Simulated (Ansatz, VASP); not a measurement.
## AlN: VASP beside Ansatz

File INCAR:

```
SYSTEM = AlN
ALGO = Normal ; EDIFF = 1E-7
ENCUT = 520 ; ISIF = 2
ISMEAR = 0 ; LASPH = .True.
LCHARG = .False. ; LREAL = .False.
LWAVE = .False. ; NBANDS = 26
NELM = 80 ; PREC = Accurate
SIGMA = 0.05
```

KPOINTS

```
k-points
0
Gamma
  8 6 4
  0 0 0
```

File POSCAR:

```
AlN
1.0
   -1.6378403119      2.8368226349      0.0000000000
    0.0000000000      0.0000000000      4.1006264518
    4.9135209358      2.8368226349      0.0000000000
Al N
4 4
Direct
    0.2603747616      0.7500000000      0.1877375294
    1.0000000000      0.7500000000      0.6666666667
    0.0000000000      0.2500000000      0.3333333333
    0.5000000000      0.2500000000      0.8333333333
    0.5000000000      0.2500000000      0.1666666667
    1.0000000000      0.2500000000      0.6666666667
    0.0000000000      0.7500000000      0.3333333333
    0.5000000000      0.7500000000      0.8333333333
```

Input for Ansatz:

```yaml
crystal:
  lattice:
    - [-1.6378403119, 2.8368226349, 0.0]
    - [0.0, 0.0, 4.1006264518]
    - [4.9135209358, 2.8368226349, 0.0]
  atoms:
    - { symbol: Al, position: [0.2603747616, 0.75, 0.1877375294] }
    - { symbol: Al, position: [1.0, 0.75, 0.6666666667] }
    - { symbol: Al, position: [0.0, 0.25, 0.3333333333] }
    - { symbol: Al, position: [0.5, 0.25, 0.8333333333] }
    - { symbol: "N", position: [0.5, 0.25, 0.1666666667] }
    - { symbol: "N", position: [1.0, 0.25, 0.6666666667] }
    - { symbol: "N", position: [0.0, 0.75, 0.3333333333] }
    - { symbol: "N", position: [0.5, 0.75, 0.8333333333] }
basis:
  ecutwfc: 420
kpoints:
  mp_grid: { grid: [8, 6, 4] }
hamiltonian:
  xc: lda
  pseudopotentials: { kind: paw, azcp: { folder: soft_1 } }
scf:
  occupations: { method: gaussian, width: 0.05 }
output:
  forces: true
  stress: true
  eigenvalues: true
```

Alike in both runs: task single point; functional LDA; k mesh 8 × 6 × 4; occupations gaussian, width 0.05 eV; no spin polarisation.

```csv
,VASP,Ansatz
version,VASP 6.6.1,Ansatz 0.2.0
potentials or method,"VASP PAW LDA potentials, release 64 (Al, N), cutoff 520 eV","scalar-relativistic, plane waves, PAW"
valence electrons in the cell,32,32
```

```tsv
	VASP	Ansatz	Ansatz less VASP
gap on the k mesh at the Fermi level (eV)	2.98	2.98	+0.002
least direct gap on the mesh (eV)	2.98	2.98	+0.002
rms of the force components (eV/Å)	17.998	19.253	+1.2541
```

Ansatz warns that its potentials were made for another functional, while VASP's fit it. LDA's correlation is that of Perdew and Zunger in VASP and of Perdew and Wang (1992) in Ansatz. Atom by atom the forces differ by 1.256 eV/Å (rms over components).
